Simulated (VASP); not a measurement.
# NaF (Fm-3m) in VASP: further runs

NaF is run at these levels: PBE; tasks: single point.

All numbers are computed with VASP 6.6.1; they aren't measurements. Logs are shortened: lines on timing, memory, paths and dates and some standing lists are left out, and cuts for length are marked.

### 1 The cell of the first run

The structure is cubic, space group Fm-3m (No. 225). Conventional cell: a = 4.647 Å, b = 4.647 Å, c = 4.647 Å, α = 90.00°, β = 90.00°, γ = 90.00°. Within 3.1 Å of Na (site symmetry m-3m) lie 6 F at 2.32 Å. F (site symmetry m-3m) has 6 Na at 2.32 Å within 3.1 Å.

### 2 Single point, PBE

File INCAR:

```
SYSTEM = NaF
PREC = Accurate
ENCUT = 520
EDIFF = 1E-7
ISMEAR = -1
SIGMA = 0.03
LREAL = .FALSE.
LASPH = .TRUE.
NELM = 80
ALGO = Normal
ISIF = 2
LWAVE = .FALSE.
LCHARG = .FALSE.
GGA = PE
NBANDS = 14
```

File KPOINTS:

```
regular mesh
0
G
  6 6 6
  0 0 0
```

File POSCAR:

```
NaF
1.0
    0.0000000000      2.3233000000      2.3233000000
    2.3233000000      0.0000000000      2.3233000000
    2.3233000000      2.3233000000      0.0000000000
Na F
1 1
Direct
    0.0000000000      0.0000000000      0.0000000000
    0.5000000000      0.5000000000      0.5000000000
```

Potentials or basis: VASP PAW PBE potentials, release 64 (Na_pv, F).

Started as:

```bash
$ cat potpaw_PBE.64/Na_pv/POTCAR potpaw_PBE.64/F/POTCAR > POTCAR
$ mpirun -np 1 vasp_std > vasp.out
```

OUTCAR:

```text
SYSTEM = NaF
   PREC = Accurate
   ENCUT = 520
   EDIFF = 1E-7
   ISMEAR = -1
   LREAL = .FALSE.
   LASPH = .TRUE.
   NELM = 80
   ISIF = 2
   GGA = PE

 ion  position               nearest neighbor table
   1  0.000  0.000  0.000-   2 2.32   2 2.32   2 2.32   2 2.32   2 2.32   2 2.32
   2  0.500  0.500  0.500-   1 2.32   1 2.32   1 2.32   1 2.32   1 2.32   1 2.32

  LATTYP: Found a face centered cubic cell.
 ALAT       =     4.6466000000

  Lattice vectors:

 A1 = (   0.0000000000,   2.3233000000,   2.3233000000)
 A2 = (   2.3233000000,   0.0000000000,   2.3233000000)
 A3 = (   2.3233000000,   2.3233000000,   0.0000000000)

Analysis of symmetry for initial positions (statically):
=====================================================================
 Subroutine PRICEL returns:
 Original cell was already a primitive cell.

 Routine SETGRP: Setting up the symmetry group for a
 face centered cubic supercell.

 Subroutine GETGRP returns: Found 48 space group operations
 (whereof 48 operations were pure point group operations)
 out of a pool of 48 trial point group operations.

The static configuration has the point symmetry O_h .

Analysis of symmetry for dynamics (positions and initial velocities):
=====================================================================
 Subroutine PRICEL returns:
 Original cell was already a primitive cell.

 Routine SETGRP: Setting up the symmetry group for a
 face centered cubic supercell.

 Subroutine GETGRP returns: Found 48 space group operations
 (whereof 48 operations were pure point group operations)
 out of a pool of 48 trial point group operations.

The dynamic configuration has the point symmetry O_h .

 Subroutine INISYM returns: Found 48 space group operations
 (whereof 48 operations are pure point group operations),
 and found     1 'primitive' translations

----------------------------------------------------------------------------------------

                                     Primitive cell

  volume of cell :      25.0811

  direct lattice vectors                    reciprocal lattice vectors
     0.000000000  2.323300000  2.323300000    -0.215211122  0.215211122  0.215211122
     2.323300000  0.000000000  2.323300000     0.215211122 -0.215211122  0.215211122
     2.323300000  2.323300000  0.000000000     0.215211122  0.215211122 -0.215211122

  length of vectors
     3.285642369  3.285642369  3.285642369     0.372756598  0.372756598  0.372756598

  position of ions in fractional coordinates (direct lattice)
     0.000000000  0.000000000  0.000000000
     0.500000000  0.500000000  0.500000000

  ion indices of the primitive-cell ions
   primitive index   ion index
                 1           1
                 2           2

----------------------------------------------------------------------------------------

 KPOINTS: regular mesh

Automatic generation of k-mesh.
 Grid dimensions read from file:
 generate k-points for:    6    6    6

 Generating k-lattice:

  Cartesian coordinates                     Fractional coordinates (reciprocal lattice)
    -0.035868520  0.035868520  0.035868520     0.166666667  0.000000000  0.000000000
     0.035868520 -0.035868520  0.035868520     0.000000000  0.166666667  0.000000000
     0.035868520  0.035868520 -0.035868520     0.000000000  0.000000000  0.166666667

  Length of vectors
     0.062126100  0.062126100  0.062126100

  Shift w.r.t. Gamma in fractional coordinates (k-lattice)
     0.000000000  0.000000000  0.000000000

 Subroutine IBZKPT returns following result:
 ===========================================

 Found     16 irreducible k-points:

 Following reciprocal coordinates:
            Coordinates               Weight
  0.000000  0.000000  0.000000      1.000000
  0.166667  0.000000  0.000000      8.000000
  0.333333  0.000000  0.000000      8.000000
  0.500000  0.000000  0.000000      4.000000
  0.166667  0.166667  0.000000      6.000000
  0.333333  0.166667  0.000000     24.000000
[... 8 lines left out ...]
 -0.333333  0.333333  0.166667     24.000000
 -0.333333  0.500000  0.166667     12.000000
   k-points           NKPTS =     16   k-points in BZ     NKDIM =     16   number of bands    NBANDS=     14
   number of dos      NEDOS =    301   number of ions     NIONS =      2
   total plane-waves  NPLWV =  13824
   dimension x,y,z NGX =    24 NGY =   24 NGZ =   24
   dimension x,y,z NGXF=    48 NGYF=   48 NGZF=   48
   ions per type =               1   1
   NGX,Y,Z   is equivalent  to a cutoff of  12.14, 12.14, 12.14 a.u.
   NGXF,Y,Z  is equivalent  to a cutoff of  24.29, 24.29, 24.29 a.u.
 SYSTEM =  NaF
   PREC   = accura    normal or accurate (medium, high low for compatibility)
   ISTART =      0    job   : 0-new  1-cont  2-samecut
   ICHARG =      2    charge: 1-file 2-atom 10-const
   ISPIN  =      1    spin polarized calculation?
   LNONCOLLINEAR =      F non collinear calculations
   LSORBIT =      F    spin-orbit coupling
   LASPH  =      T    aspherical Exc in radial PAW
   ENCUT  =  520.0 eV  38.22 Ry    6.18 a.u.   6.11  6.11  6.11*2*pi/ulx,y,z
   NELM   =     80;   NELMIN=  2; NELMDL= -5     # of ELM steps
   EDIFF  = 0.1E-06   stopping-criterion for ELM
   LREAL  =      F    real-space projection
   EDIFFG = 0.1E-05   stopping-criterion for IOM
   NSW    =      0    number of steps for IOM
   IBRION =     -1    ionic relax: 0-MD 1-quasi-New 2-CG
   NFREE  =      0    steps in history (QN), initial steepest desc. (CG)
   ISIF   =      2    stress and relaxation
   ISYM   =      2    0-nonsym 1-usesym 2-fastsym
   POTIM  = 0.5000    time-step for ionic-motion
   TEBEG  =    0.0;   TEEND  =   0.0 temperature during run
   PSTRESS=    0.0 pullay stress
   NELECT =      14.0000    total number of electrons
   NUPDOWN=      -1.0000    fix difference up-down
   EMIN   =  10.00;   EMAX   =-10.00  energy-range for DOS
   EFERMI =   0.00;   METHOD = LEGACY
   ISMEAR =    -1;   SIGMA  =   0.03  broadening in eV -4-tet -1-fermi 0-gaus
   EFERMI_NEDOS =   21; number of points for ismear=-14 and -15
   IALGO  =     38    algorithm
   IMIX   =      4    mixing-type and parameters
     AMIX     =   0.40;   BMIX     =  1.00
     AMIX_MAG =   1.60;   BMIX_MAG =  1.00
  volume/ion in A,a.u.               =      12.54        84.63
  Fermi-wavevector in a.u.,A,eV,Ry     =   1.347935  2.547227 24.720809  1.816928
  Thomas-Fermi vector in A             =   2.475645
   LORBIT       =      0    0 simple, 1 ext, 2 COOP (PROOUT), +10 PAW based schemes
   GGA     = PE    functional components
   LHFCALC =     F    Hartree Fock is set to
   AEXX    =    0.0000 exact exchange contribution
   IVDW    =     0    specifies the selected vdW correction
   LEPSILON=     F    determine dielectric tensor
   LRPA    =     F    only Hartree local field effects (RPA)
 non-spin polarized calculation
  energy-cutoff  :      520.00
  volume of cell :       25.08
 maximum number of plane-waves:       692
   NGX = 13   NGY = 13   NGZ = 13

 number of electron      13.9999982 magnetization

 Free energy of the ion-electron system (eV)
  ---------------------------------------------------
  ext. energy  EPLUGINS =         0.00000000
  ---------------------------------------------------
  free energy    TOTEN  =        -8.56405657 eV

  energy without entropy =       -8.56405657  energy(sigma->0) =       -8.56405657

 E-fermi :  -1.4505     XC(G=0):  -9.1161

 val. band max:       -2.1192913616   @ k =   0.0000   0.0000   0.0000
 cond. band min:       4.1364036737   @ k =   0.0000   0.0000   0.0000
 fundamental gap:      6.2556950353
 Fermi energy:        -1.4504799321

 k-point     1 :       0.0000    0.0000    0.0000
  band No.  band energies     occupation
      1     -21.2783      2.00000
      2     -21.0905      2.00000
      3     -21.0905      2.00000
      4     -21.0905      2.00000
      5      -2.1193      2.00000
      6      -2.1193      2.00000
      7      -2.1193      2.00000
      8       4.1364      0.00000
      9      16.7986      0.00000
     10      16.7986      0.00000
     11      16.7986      0.00000
     12      19.6453      0.00000
     13      21.8118      0.00000
     14      21.8118      0.00000

 k-point     2 :       0.1667    0.0000    0.0000
  band No.  band energies     occupation
      1     -21.5735      2.00000
      2     -21.0935      2.00000
      3     -21.0935      2.00000
      4     -20.7621      2.00000
      5      -2.5992      2.00000
      6      -2.1830      2.00000
      7      -2.1830      2.00000
      8       5.0587      0.00000
      9      14.3311      0.00000
     10      17.1944      0.00000
     11      17.1944      0.00000
     12      20.9562      0.00000
     13      20.9562      0.00000
     14      22.0217      0.00000

 k-point     3 :       0.3333    0.0000    0.0000
  band No.  band energies     occupation
      1     -21.8261      2.00000
      2     -21.0995      2.00000
      3     -21.0995      2.00000
      4     -20.4405      2.00000
      5      -3.3646      2.00000
      6      -2.3080      2.00000
      7      -2.3080      2.00000
      8       7.0399      0.00000
      9      11.8135      0.00000
     10      17.8003      0.00000
     11      17.8003      0.00000
     12      20.4743      0.00000
     13      20.4743      0.00000
     14      21.8016      0.00000
[... 188 lines left out ...]
 k-point    15 :      -0.3333    0.3333    0.1667
  band No.  band energies     occupation
      1     -21.6589      2.00000
      2     -21.1637      2.00000
      3     -21.1405      2.00000
      4     -20.5281      2.00000
      5      -3.2388      2.00000
      6      -2.8383      2.00000
      7      -2.5261      2.00000
      8      10.2296      0.00000
      9      10.7263      0.00000
     10      13.9507      0.00000
     11      15.7949      0.00000
     12      20.4326      0.00000
     13      21.1249      0.00000
     14      25.6652      0.00000

 k-point    16 :      -0.3333    0.5000    0.1667
  band No.  band energies     occupation
      1     -21.4715      2.00000
      2     -21.2051      2.00000
      3     -21.1629      2.00000
      4     -20.6784      2.00000
      5      -3.1872      2.00000
      6      -2.7597      2.00000
      7      -2.6435      2.00000
      8      11.0039      0.00000
      9      11.0967      0.00000
     10      12.3779      0.00000
     11      15.4987      0.00000
     12      19.2476      0.00000
     13      23.7199      0.00000
     14      23.8829      0.00000

------------------------ aborting loop because EDIFF is reached ----------------------------------------

  FORCE on cell =-STRESS in cart. coord.  units (eV):
  Direction    XX          YY          ZZ          XY          YZ          ZX
  --------------------------------------------------------------------------------------
  -------------------------------------------------------------------------------------
  Total        0.2465478      0.2465478      0.2465478      0.0000000      0.0000000      0.0000000
  in kB       15.7494684     15.7494684     15.7494684      0.0000000      0.0000000      0.0000000
  external PRESSURE =      15.7494684 kB  Pullay stress =       0.0000000 kB

 VOLUME and BASIS-vectors are now :
 -----------------------------------------------------------------------------
  energy-cutoff  :      520.00
  volume of cell :       25.08
      direct lattice vectors                 reciprocal lattice vectors
     0.000000000  2.323300000  2.323300000    -0.215211122  0.215211122  0.215211122
     2.323300000  0.000000000  2.323300000     0.215211122 -0.215211122  0.215211122
     2.323300000  2.323300000  0.000000000     0.215211122  0.215211122 -0.215211122

 POSITION                                       TOTAL-FORCE (eV/Angst)
 -----------------------------------------------------------------------------------
      0.00000      0.00000      0.00000         0.000000      0.000000      0.000000
      2.32330      2.32330      2.32330        -0.000000     -0.000000     -0.000000
 -----------------------------------------------------------------------------------
    total drift:                                0.000000     -0.000000      0.000000

  FREE ENERGIE OF THE ION-ELECTRON SYSTEM (eV)
  ---------------------------------------------------
  free  energy   TOTEN  =        -8.5640565740 eV

  energy  without entropy=       -8.5640565740  energy(sigma->0) =       -8.56405657
```

Run time: 3 s. Hardware: 1 thread of AMD EPYC 9R45 (Zen 5), shared host; peak memory 0.1 GiB.

Results:

```
Free energy            : -8.5641 eV
Pressure               : 1.6 GPa
Band gap on the k mesh : 6.26 eV, direct
```

A hybrid or GW would open this gap; PBE tends to underestimate it.

### 3 Single point, PBE

File INCAR:

```
PREC = Accurate
ENCUT = 520
EDIFF = 1E-7
ISMEAR = -1
SIGMA = 0.03
LREAL = F
LASPH = T
NELM = 100
ALGO = Normal
ISIF = 2
LWAVE = F
LCHARG = F
GGA = PE
NBANDS = 14
```

File KPOINTS:

```
regular mesh
0
Gamma
  8 8 8
```

POSCAR is that of step 2.

Potentials or basis: VASP PAW PBE potentials, release 64 (Na_pv, F).

Started as:

```bash
$ cat potpaw_PBE.64/Na_pv/POTCAR potpaw_PBE.64/F/POTCAR > POTCAR
$ mpirun -np 1 vasp_std > vasp.out
```

It took 4.6 s on 1 thread of AMD EPYC 9R45 (Zen 5), shared host; peak memory 0.1 GiB.

Results (log left out):

* Free energy: -8.5641 eV
* Pressure: 1.6 GPa
* Band gap on the k mesh: 6.26 eV, direct

Levels at points of the mesh, in eV from the valence-band top:
```csv
k point,band 5,band 6,band 7,band 8,band 9,band 10
"(0.00, 0.00, 0.00)",0.00,0.00,0.00,6.26,18.92,18.92
"(0.50, 0.00, 0.00)",-1.57,-0.25,-0.25,10.73,12.40,20.02
"(0.50, 0.50, 0.00)",-1.26,-0.40,-0.40,13.09,13.28,13.52
```

### 4 Single point, PBE

File INCAR:

```
SYSTEM = NaF
PREC = Accurate
ENCUT = 520
EDIFF = 1E-7
ISMEAR = -1
SIGMA = 0.03
LREAL = .FALSE.
LASPH = .TRUE.
NELM = 80
ALGO = Normal
ISIF = 2
LWAVE = .FALSE.
LCHARG = .FALSE.
GGA = PE
NBANDS = 14
```

File KPOINTS:

```
Automatic mesh
0
G
  15 15 15
  0 0 0
```

POSCAR is that of step 3.

Started as:

```bash
$ cat potpaw_PBE.64/Na_pv/POTCAR potpaw_PBE.64/F/POTCAR > POTCAR
$ mpirun -np 1 vasp_std > vasp.out
```

Run time: 17 s. Hardware: 1 thread of AMD EPYC 9R45 (Zen 5), shared host; peak memory 0.12 GiB.

It converged, with:

* Free energy: -8.5641 eV
* Pressure: 1.6 GPa
* Band gap on the k mesh: 6.26 eV, direct

Levels at points of the mesh, in eV from the valence-band top:
| k point | band 4 | band 5 | band 6 | band 7 | band 8 | band 9 | band 10 | band 11 |
| --- | --- | --- | --- | --- | --- | --- | --- | --- |
| (0.00, 0.00, 0.00) | -18.97 | 0.00 | 0.00 | 0.00 | 6.26 | 18.92 | 18.92 | 18.92 |

A k mesh can miss the band edges. PBE gaps usually lie below the measured ones, often by a third to a half.

### 5 Overview

```csv
k mesh,gap on the mesh (eV),pressure (GPa)
6 × 6 × 6,6.26,1.6
8 × 8 × 8,6.26,1.6
15 × 15 × 15,6.26,1.6
```

Alike in all rows: task single point; level PBE; potentials or basis VASP PAW PBE potentials, release 64 (Na_pv, F); no spin polarisation; cell as given; cutoff (eV) 520; smearing fermi-dirac 0.03 eV.

On the cell as given the gap runs from 6.26 eV (PBE) to 6.26 eV (PBE); the meshes differ, which moves gaps too.

Total energies depend on the potentials used, so only differences within one code and one set of settings carry meaning.
